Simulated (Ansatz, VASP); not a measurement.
**Cu4Mo: VASP beside Ansatz**

INCAR

```
ALGO     = Fast           # electronic algorithm
EDIFF    = 1E-7           # SCF threshold, eV
EDIFFG   = -0.01          # ionic threshold
ENCUT    = 600            # plane-wave cutoff, eV
GGA      = PE             # functional
IBRION   = 2              # ionic algorithm
ISIF     = 3              # what is computed and relaxed
ISMEAR   = 0              # smearing method
LASPH    = T              # aspherical terms in the spheres
LCHARG   = F              # write CHGCAR
LREAL    = F              # projectors in reciprocal space
LWAVE    = F              # write WAVECAR
NELM     = 100            # most SCF steps
NSW      = 100            # ionic steps
PREC     = Accurate       # precision mode
SIGMA    = 0.1            # smearing width, eV
```

File KPOINTS:

```
k-points
0
Gamma
  12 12 8
```

File POSCAR:

```
Cu4Mo
1.0
    4.1552165328      0.0000000000      0.0000000000
   -2.0776082664      3.5985230756      0.0000000000
    0.0000000000      0.0000000000      4.8158639258
Cu Mo
4 1
Direct
    0.3333333333      0.6666666667      0.7567700984
    0.3333333333      0.6666666667      0.2432299016
    0.6666666667      0.3333333333      0.2432299016
    0.6666666667      0.3333333333      0.7567700984
    0.0000000000      0.0000000000      0.5000000000
```

Input for Ansatz:

```yaml
crystal:
  lattice:
    - [4.1552165328, 0.0, 0.0]
    - [-2.0776082664, 3.5985230756, 0.0]
    - [0.0, 0.0, 4.8158639258]
  atoms:
    - { symbol: Cu, position: [0.3333333333, 0.6666666667, 0.7567700984] }
    - { symbol: Cu, position: [0.3333333333, 0.6666666667, 0.2432299016] }
    - { symbol: Cu, position: [0.6666666667, 0.3333333333, 0.2432299016] }
    - { symbol: Cu, position: [0.6666666667, 0.3333333333, 0.7567700984] }
    - { symbol: Mo, position: [0.0, 0.0, 0.5] }
basis:
  ecutwfc: 420
kpoints:
  mp_grid: { grid: [12, 12, 8] }
hamiltonian:
  xc: pbe
scf:
  occupations: { method: gaussian, width: 0.1 }
output:
  forces: true
  stress: true
  eigenvalues: true
relax:
  adjacent_minimum: "off"
  f_tol: 0.01
  max_steps: 80
  cell: { stress_tol: 0.05 }
```

Alike in both runs: task relaxation of cell and atoms; functional PBE; k mesh 12 × 12 × 8; occupations gaussian, width 0.1 eV; no spin polarisation.

|  | VASP | Ansatz |
| --- | --- | --- |
| version | VASP 6.6.1 | Ansatz 0.2.0 |
| potentials or method | VASP PAW PBE potentials, release 64 (Cu, Mo_sv), cutoff 600 eV | scalar-relativistic, plane waves, PAW |
| valence electrons in the cell | 58 | 90 |

Ansatz gave:

| Quantity | Value |
| --- | --- |
| gap on the k mesh at the Fermi level, each at its own relaxed structure (eV) | none |
| relaxed volume (Å³/atom) | 14.41 |
| relaxed cell length with the largest relative difference (Å) | 4.809 |

Question: What did VASP give for the same quantities?

Answer: gap on the k mesh at the Fermi level, each at its own relaxed structure (eV): none; relaxed volume (Å³/atom): 14.45; relaxed cell length with the largest relative difference (Å): 4.817.

A gap of «none» marks a metal or a gap that the smearing closes. VASP's potentials hold 58 valence electrons a cell and Ansatz's 90, so a difference there can come from the potentials and not from the codes.
